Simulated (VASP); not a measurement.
# KSn4O: single point with PBE

Crystal: KSn4O.

```
K Sn O
1.0
     0.00000    4.17948    4.17948
     4.17948    0.00000    4.17948
     4.17948    4.17948    0.00000
K Sn O
1 4 1
Direct
  0.00000 0.00000 0.00000
  0.13100 0.62300 0.62300
  0.62300 0.62300 0.62300
  0.62300 0.13100 0.62300
  0.62300 0.62300 0.13100
  0.25000 0.25000 0.25000
```

The cell was built from a structure type or drawn by symmetry, and may not be a known phase.

```yaml
Program: VASP 6.6.1
Task: single point
Functional: PBE
Potentials_or_basis: VASP PAW PBE potentials, release 64 (K_sv, Sn_d, O)
Cutoff: 520 eV
k_mesh: 4 × 4 × 4
Occupations: gaussian, width 0.1 eV
Spin: no spin polarisation
Dipole_correction: no
Further_INCAR_settings: ALGO = Normal; EDIFF = 1e-06; NBANDS = 44
```

- Pressure: 6.6 GPa
- Largest force: 0.563 eV/Å
- Band gap on the k mesh: zero (an odd number of electrons rules out a gap without spin polarisation)

Forces in eV/Å, atoms in the order of the input:
```
K    0.000  0.000  0.000
Sn   0.325 -0.325 -0.325
Sn   0.325  0.325  0.325
Sn  -0.325  0.325 -0.325
Sn  -0.325 -0.325  0.325
O    0.000  0.000  0.000
```

Levels at points of the mesh, in eV from the Fermi level:
| k point | band 32 | band 33 | band 34 | band 35 | band 36 | band 37 | band 38 | band 39 | band 40 | band 41 |
| --- | --- | --- | --- | --- | --- | --- | --- | --- | --- | --- |
| (0.00, 0.00, 0.00) | -2.73 | -2.73 | -0.80 | -0.80 | -0.41 | -0.41 | -0.41 | 3.69 | 6.21 | 6.21 |
| (0.50, 0.00, 0.00) | -2.20 | -0.68 | -0.32 | -0.32 | 1.65 | 1.65 | 2.05 | 2.30 | 2.30 | 2.45 |
| (0.50, 0.50, 0.00) | -0.75 | -0.75 | -0.41 | 1.25 | 1.48 | 1.48 | 1.64 | 2.07 | 2.32 | 2.62 |

Wall time 110 s on 1 thread of Intel Xeon 8259CL (shared host), peak memory 0.34 GiB.

Caveat: the cell stands under pressure; spin-orbit coupling is left out, which moves the levels of the heavy elements; an odd number of electrons without spin polarisation forces a metal; a magnetic or distorted state may lie lower.
